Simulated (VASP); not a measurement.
# TiTe2 (P-3m1) in VASP: a series of runs, part 2 of 2

VASP 6.6.1. Earlier steps stand in the parts before.

### Step 3. Single point, PBE

This run uses another cell than the first one, of 26.76 Å³/atom.

INCAR reads:

```
ALGO = Normal
EDIFF = 1E-6
ENCUT = 520
GGA = PE
ISIF = 2
ISMEAR = -1
LASPH = True
LCHARG = False
LREAL = False
LWAVE = False
NBANDS = 19
NELM = 100
PREC = Accurate
SIGMA = 0.05
```

KPOINTS reads:

```
k-points
0
Gamma
  6 6 3
```

POSCAR reads:

```
TiTe2
1.0
    3.7770000000      0.0000000000      0.0000000000
   -1.8885000000      3.2709779501      0.0000000000
    0.0000000000      0.0000000000      6.4980000000
Te Ti
2 1
Direct
    0.3333333333      0.6666666667      0.7372000000
    0.6666666667      0.3333333333      0.2628000000
    0.0000000000      0.0000000000      0.0000000000
```

Potentials or basis: VASP PAW PBE potentials, release 64 (Te, Ti_sv).

On the command line:

```console
$ cat potpaw_PBE.64/Te/POTCAR potpaw_PBE.64/Ti_sv/POTCAR > POTCAR
$ mpirun -np 1 vasp_std > vasp.out
```

OUTCAR:

```text
EDIFF = 1E-6
   ENCUT = 520
   GGA = PE
   ISIF = 2
   ISMEAR = -1
   LASPH = True
   LREAL = False
   NELM = 100
   PREC = Accurate

 ion  position               nearest neighbor table
   1  0.333  0.667  0.737-   3 2.77   3 2.77   3 2.77
   2  0.667  0.333  0.263-   3 2.77   3 2.77   3 2.77
   3  0.000  0.000  0.000-   1 2.77   2 2.77   2 2.77   1 2.77   2 2.77   1 2.77

  LATTYP: Found a hexagonal cell.
 ALAT       =     3.7770000000
[... 557 lines left out ...]

  FORCE on cell =-STRESS in cart. coord.  units (eV):
  Direction    XX          YY          ZZ          XY          YZ          ZX
  --------------------------------------------------------------------------------------
  -------------------------------------------------------------------------------------
  Total        0.3841466      0.3841466      0.3720935     -0.0000000      0.0000000      0.0000000
  in kB        7.6666080      7.6666080      7.4260583     -0.0000000      0.0000000      0.0000000
  external PRESSURE =       7.5864248 kB  Pullay stress =       0.0000000 kB

 VOLUME and BASIS-vectors are now :
 -----------------------------------------------------------------------------
  energy-cutoff  :      520.00
  volume of cell :       80.28
      direct lattice vectors                 reciprocal lattice vectors
     3.777000000  0.000000000  0.000000000     0.264760392  0.152859484  0.000000000
    -1.888500000  3.270977950  0.000000000     0.000000000  0.305718967  0.000000000
     0.000000000  0.000000000  6.498000000     0.000000000  0.000000000  0.153893506

 POSITION                                       TOTAL-FORCE (eV/Angst)
 -----------------------------------------------------------------------------------
     -0.00000      2.18065      4.79033         0.000000     -0.000000      0.039844
      1.88850      1.09033      1.70767        -0.000000      0.000000     -0.039844
      0.00000      0.00000      0.00000        -0.000000      0.000000      0.000000
 -----------------------------------------------------------------------------------
    total drift:                                0.000000     -0.000000      0.000000

  FREE ENERGIE OF THE ION-ELECTRON SYSTEM (eV)
  ---------------------------------------------------
  free  energy   TOTEN  =       -16.2073659626 eV

  energy  without entropy=      -16.1961888235  energy(sigma->0) =      -16.20177739
```

OSZICAR:

```text
N       E                     dE             d eps       ncg     rms          rms(c)
DAV:   1     0.182080023911E+03    0.18208E+03   -0.10975E+04   646   0.118E+03
DAV:   2    -0.191754983661E+01   -0.18400E+03   -0.17907E+03   690   0.300E+02
DAV:   3    -0.178373170641E+02   -0.15920E+02   -0.15588E+02   982   0.829E+01
DAV:   4    -0.184214163827E+02   -0.58410E+00   -0.58198E+00   846   0.148E+01
DAV:   5    -0.184412650117E+02   -0.19849E-01   -0.19837E-01   900   0.270E+00    0.121E+01
DAV:   6    -0.186558465966E+02   -0.21458E+00   -0.38027E+01   715   0.377E+01    0.148E+01
DAV:   7    -0.164731024197E+02    0.21827E+01   -0.33273E+01   811   0.326E+01    0.557E+00
DAV:   8    -0.162089912455E+02    0.26411E+00   -0.14294E+00   767   0.828E+00    0.167E+00
DAV:   9    -0.162308494555E+02   -0.21858E-01   -0.26782E-01   834   0.327E+00    0.160E+00
DAV:  10    -0.162081258011E+02    0.22724E-01   -0.21953E-01   779   0.331E+00    0.727E-01
DAV:  11    -0.162077934703E+02    0.33233E-03   -0.18813E-02   763   0.106E+00    0.380E-01
DAV:  12    -0.162074159520E+02    0.37752E-03   -0.36753E-03   787   0.435E-01    0.236E-01
DAV:  13    -0.162073692228E+02    0.46729E-04   -0.21110E-04   756   0.120E-01    0.422E-02
DAV:  14    -0.162073713667E+02   -0.21439E-05   -0.11179E-05   801   0.243E-02    0.376E-02
DAV:  15    -0.162073658675E+02    0.54992E-05   -0.24190E-05   760   0.375E-02    0.470E-03
DAV:  16    -0.162073659626E+02   -0.95013E-07   -0.69189E-07   461   0.561E-03
   1 F= -.16207366E+02 E0= -.16201777E+02  d E =-.111771E-01
```

Run time: 33 s. Hardware: 1 thread of AMD EPYC 7R13, shared host; peak memory 0.16 GiB.

What came out:

```
Free energy            : -16.2074 eV
Pressure               : 0.8 GPa
Largest force          : 0.040 eV/Å
Band gap on the k mesh : zero (bands 12 and 13 overlap by 0.52 eV)
```

Forces on the atoms (eV/Å):
```
Te   0.000  0.000  0.040
Te   0.000  0.000 -0.040
Ti   0.000  0.000  0.000
```

Levels at points of the mesh, in eV from the Fermi level:
```tsv
k point	band 10	band 11	band 12	band 13	band 14	band 15
(0.00, 0.00, 0.00)	0.36	0.41	0.41	0.56	1.06	1.06
(0.50, 0.00, 0.00)	-2.40	-1.75	-1.14	0.03	1.17	1.49
```

Caveat: spin-orbit coupling is left out, which moves the levels of the heavy elements; this functional lacks dispersion, which binds the layers, so the pressure and a relaxed spacing across them are unreliable.

### Step 4. Single point, RPBE+D3(BJ)

This run uses another cell than the first one, of 18.17 Å³/atom.

INCAR reads:

```
PREC = Accurate ; ENCUT = 520
EDIFF = 1E-6 ; ISMEAR = -1
SIGMA = 0.05 ; LREAL = False
LASPH = True ; NELM = 80
ALGO = Normal ; ISIF = 2
LWAVE = False ; LCHARG = True
GGA = RP ; IVDW = 12
LELF = True ; LVHAR = True
NBANDS = 19
```

KPOINTS reads:

```
regular mesh
0
Gamma
  8 8 4
```

POSCAR reads:

```
TiTe2
1.0
    3.2393931529      0.0000000000      0.0000000000
   -1.6196965764      2.8053967632      0.0000000000
    0.0000000000      0.0000000000      5.9985376841
Te Ti
2 1
Direct
    0.3333333333      0.6666666667      0.6991257152
    0.6666666667      0.3333333333      0.3008742848
    0.0000000000      0.0000000000      0.0000000000
```

Potentials or basis: VASP PAW PBE potentials, release 64 (Te, Ti_sv).

On the command line:

```console
$ cat potpaw_PBE.64/Te/POTCAR potpaw_PBE.64/Ti_sv/POTCAR > POTCAR
$ mpirun -np 1 vasp_std > vasp.out
```

OUTCAR:

```text
PREC = Accurate
   ENCUT = 520
   EDIFF = 1E-6
   ISMEAR = -1
   LREAL = False
   LASPH = True
   NELM = 80
   ISIF = 2
   GGA = RP
   IVDW = 12
 IVDW          = 12

 ion  position               nearest neighbor table
   1  0.333  0.667  0.699-   3 2.60   3 2.60   3 2.60   2 3.03   2 3.03   2 3.03
   2  0.667  0.333  0.301-   3 2.60   3 2.60   3 2.60   1 3.03   1 3.03   1 3.03
   3  0.000  0.000  0.000-   1 2.60   2 2.60   1 2.60   2 2.60   2 2.60   1 2.60

  LATTYP: Found a hexagonal cell.
 ALAT       =     3.2393931529
[... 721 lines left out ...]

 Edisp (eV)  -11.55449

 E8    (eV) :    -7.7983

  FORCE on cell =-STRESS in cart. coord.  units (eV):
  Direction    XX          YY          ZZ          XY          YZ          ZX
  --------------------------------------------------------------------------------------
  -------------------------------------------------------------------------------------
  Total      -0.07629    -0.07629    -0.09060    -0.00000    -0.00000     0.00000
  in kB      -2.24228    -2.24228    -2.66275    -0.00000    -0.00000     0.00000
  external pressure =       -2.38 kB  Pullay stress =        0.00 kB

 VOLUME and BASIS-vectors are now :
 -----------------------------------------------------------------------------
  energy-cutoff  :      520.00
  volume of cell :       54.51
      direct lattice vectors                 reciprocal lattice vectors
     3.239393153  0.000000000  0.000000000     0.308699794  0.178227909  0.000000000
    -1.619696576  2.805396763  0.000000000     0.000000000  0.356455819  0.000000000
     0.000000000  0.000000000  5.998537684     0.000000000  0.000000000  0.166707296

 POSITION                                       TOTAL-FORCE (eV/Angst)
 -----------------------------------------------------------------------------------
     -0.00000      1.87026      4.19373         0.000000      0.000000      0.003269
      1.61970      0.93513      1.80481        -0.000000     -0.000000     -0.003269
      0.00000      0.00000      0.00000         0.000000      0.000000      0.000000
 -----------------------------------------------------------------------------------
    total drift:                               -0.000000     -0.000000      0.000000

  FREE ENERGIE OF THE ION-ELECTRON SYSTEM (eV)
  ---------------------------------------------------
  free  energy   TOTEN  =       -24.0313889082 eV

  energy  without entropy=      -24.0234078849  energy(sigma->0) =      -24.02739840
```

Run time: 46 s. Hardware: 1 thread of AMD EPYC 7R13, shared host; peak memory 0.17 GiB.

Results:

- Free energy: -24.0314 eV
- Pressure: -0.2 GPa
- Largest force: 0.003 eV/Å
- Band gap on the k mesh: zero (bands 12 and 13 overlap by 1.34 eV)
- Dispersion energy per atom: -3.851 eV

Forces on the atoms (eV/Å):
```
Te   0.000  0.000  0.003
Te   0.000  0.000 -0.003
Ti   0.000  0.000  0.000
```

Caveat: the PAW data sets were made with another functional, which shifts forces and pressure a little; spin-orbit coupling is left out, which moves the levels of the heavy elements.

### Step 5. Single point, PBEsol

This run uses another cell than the first one, of 25.40 Å³/atom.

INCAR reads:

```
SYSTEM = TiTe2
  PREC = Accurate
  ENCUT = 520
  EDIFF = 1E-6
  ISMEAR = -1
  SIGMA = 0.05
  LREAL = .False.
  LASPH = .True.
  NELM = 80
  ALGO = Normal
  ISIF = 2
  LWAVE = .False.
  LCHARG = .False.
  GGA = PS
  NBANDS = 19
```

KPOINTS reads:

```
regular mesh
0
Gamma
  8 8 4
  0 0 0
```

POSCAR reads:

```
TiTe2
1.0
    3.7058185691      0.0000000000      0.0000000000
   -1.8529092846      3.2093330227      0.0000000000
    0.0000000000      0.0000000000      6.4066931903
Te Ti
2 1
Direct
    0.3333333333      0.6666666667      0.7321480577
    0.6666666667      0.3333333333      0.2678519423
    0.0000000000      0.0000000000      0.0000000000
```

On the command line:

```console
$ cat potpaw_PBE.64/Te/POTCAR potpaw_PBE.64/Ti_sv/POTCAR > POTCAR
$ mpirun -np 1 vasp_std > vasp.out
```

It took 75 s on 1 thread of AMD EPYC 7R13, shared host; peak memory 0.18 GiB.

The run converged. Its results:

| Property | Result |
| --- | --- |
| Free energy | -17.5494 eV |
| Pressure | 0.0 GPa |
| Largest force | 0.015 eV/Å |
| Band gap on the k mesh | zero (bands 12 and 13 overlap by 0.82 eV) |

Forces in eV/Å, atoms in the order of the input:
```
Te   0.000  0.000 -0.015
Te   0.000  0.000  0.015
Ti   0.000  0.000  0.000
```

Levels at points of the mesh, in eV from the Fermi level:
| k point | band 8 | band 9 | band 10 | band 11 | band 12 | band 13 | band 14 | band 15 | band 16 | band 17 |
| --- | --- | --- | --- | --- | --- | --- | --- | --- | --- | --- |
| (0.00, 0.00, 0.00) | -1.61 | -1.61 | 0.27 | 0.45 | 0.45 | 0.71 | 1.29 | 1.29 | 3.20 | 3.20 |
| (0.50, 0.00, 0.00) | -3.88 | -2.87 | -2.50 | -1.72 | -1.12 | -0.01 | 1.28 | 1.63 | 2.47 | 3.58 |
| (0.00, 0.00, 0.50) | -2.92 | -1.53 | -1.53 | 0.44 | 0.44 | 0.90 | 0.90 | 1.10 | 3.73 | 3.73 |
| (0.50, 0.00, 0.50) | -4.84 | -2.53 | -2.05 | -0.92 | -0.47 | -0.37 | 1.28 | 1.62 | 2.69 | 3.75 |

Caveat: the PAW data sets were made with another functional, which shifts forces and pressure a little; spin-orbit coupling is left out, which moves the levels of the heavy elements; this functional lacks dispersion, which binds the layers, so the pressure and a relaxed spacing across them are unreliable.

### Step 6. Summary

```csv
level,cell,k mesh,gap on the mesh (eV),pressure (GPa),largest force (eV/Å)
PBE,"a = 3.788, b = 3.788, c = 6.724 Å, angles 90.0, 90.0, 120.0°, 3 atoms, atomic positions A",8 × 8 × 4,none,0.0,0.01
PBE,"a = 3.777, b = 3.777, c = 6.498 Å, angles 90.0, 90.0, 120.0°, 3 atoms, atomic positions B",6 × 6 × 3,none,0.8,0.04
RPBE+D3(BJ),"a = 3.239, b = 3.239, c = 5.999 Å, angles 90.0, 90.0, 120.0°, 3 atoms, atomic positions C",8 × 8 × 4,none,-0.2,-
PBEsol,"a = 3.706, b = 3.706, c = 6.407 Å, angles 90.0, 90.0, 120.0°, 3 atoms, atomic positions D",8 × 8 × 4,none,0.0,0.02
```

Alike in all rows: task single point; potentials or basis VASP PAW PBE potentials, release 64 (Te, Ti_sv); no spin polarisation; cutoff (eV) 520; smearing fermi-dirac 0.05 eV.

Caveats: spin-orbit coupling is left out, which moves the levels of the heavy elements; this functional lacks dispersion, which binds the layers, so the pressure and a relaxed spacing across them are unreliable (at least some runs); the PAW data sets were made with another functional, which shifts forces and pressure a little (at least some runs).

Total energies depend on the potentials used, so only differences within one code and one set of settings carry meaning.
